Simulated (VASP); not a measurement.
**Ti: single point with PBE**

Ti:

```xyz
2
Lattice="2.9101 0.0000 0.0000 -1.4551 2.5202 0.0000 0.0000 0.0000 4.6167" Properties=species:S:1:pos:R:3 pbc="T T T"
Ti    0.0000    1.6802    1.1542
Ti    1.4551    0.8401    3.4626
```

```json
{"Program": "VASP 6.6.1", "Task": "single point", "Functional": "PBE", "Potentials or basis": "VASP PAW PBE potentials, release 64 (Ti_sv)", "Cutoff": "520 eV", "k mesh": "11 × 11 × 6", "Occupations": "methfessel-paxton, width 0.1 eV", "Spin": "no spin polarisation"}
```

```json
{"Pressure": "2.8 GPa", "Band gap on the k mesh": "zero (band 12 reaches 9.40 eV, above the bottom of band 13 at 8.39 eV)"}
```

Stress tensor (GPa, compression positive):
```
2.84 0.00 0.00
0.00 2.84 0.00
0.00 0.00 2.73
```

Levels at points of the mesh, in eV from the Fermi level:
```
           k point  band 8  band 9  band 10  band 11  band 12  band 13  band 14  band 15  band 16  band 17
(0.00, 0.00, 0.00)  -32.65   -6.29    -2.77     0.77     0.77     0.81     0.88     1.29     1.29     1.66
(0.00, 0.00, 0.50)  -32.70   -4.40    -4.40     0.06     0.06     0.68     0.68     0.68     0.68     2.87
```

It took 28 s on 1 thread of Intel(R) Xeon(R) Platinum 8488C (Sapphire Rapids), on a shared host, peak memory 0.17 GiB.
